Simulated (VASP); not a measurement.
Wanted: the native input for a VASP 6.6.1 run.

| Item | Value |
| --- | --- |
| Task | single point |
| Functional | PBE |
| Potentials or basis | VASP PAW PBE potentials, release 64 (Zr_sv, Si, C) |
| Cutoff | 520 eV |
| k mesh | 6 × 6 × 4 |
| Occupations | gaussian, width 0.1 eV |
| Spin | no spin polarisation |
| Dipole correction | no |
| Further INCAR settings | ALGO = Normal; EDIFF = 1e-07; NBANDS = 24 |

The structure of Zr2SiC lies in POSCAR:

```
Zr2SiC
1.0
    3.1261179000      0.0000000000      0.0000000000
    0.0000000000      3.1261179000      0.0000000000
    0.0000000000      0.0000000000      5.8215760000
Zr Si C
2 1 1
Direct
    0.0000000000      0.0000000000      0.2258049500
    0.0000000000      0.0000000000      0.7741950500
    0.5000000000      0.5000000000      0.5000000000
    0.5000000000      0.5000000000      0.0000000000
```

The cell was generated, and may not be a known phase.

These files were run (other wordings do the same):

INCAR

```
SYSTEM = Zr2SiC
ALGO     = Normal         ! electronic algorithm
EDIFF    = 1E-7           ! SCF threshold, eV
ENCUT    = 520            ! plane-wave cutoff, eV
GGA      = PE             ! functional
ISIF     = 2              ! what is computed and relaxed
ISMEAR   = 0              ! smearing method
LASPH    = .True.         ! aspherical terms in the spheres
LCHARG   = .False.        ! write CHGCAR
LREAL    = .False.        ! projectors in reciprocal space
LWAVE    = .False.        ! write WAVECAR
NBANDS   = 24             ! bands
NELM     = 80             ! most SCF steps
PREC     = Accurate       ! precision mode
SIGMA    = 0.1            ! smearing width, eV
```

KPOINTS

```
k-points
0
Gamma
  6 6 4
  0 0 0
```

Potentials or basis: VASP PAW PBE potentials, release 64 (Zr_sv, Si, C).

Command:

```bash
$ cat potpaw_PBE.64/Zr_sv/POTCAR potpaw_PBE.64/Si/POTCAR potpaw_PBE.64/C/POTCAR > POTCAR
$ mpirun -np 1 vasp_std > vasp.out
```

Results of the run:

- Pressure: 11.6 GPa
- Largest force: 0.821 eV/Å
- Band gap on the k mesh: zero (bands 16 and 17 overlap by 0.31 eV)

Caveat: the stress differs along the axes, from 7 to 22 GPa.

It took 18 s on 1 thread of Intel(R) Xeon(R) Platinum 8559C (Emerald Rapids) (shared host), peak memory 0.19 GiB.
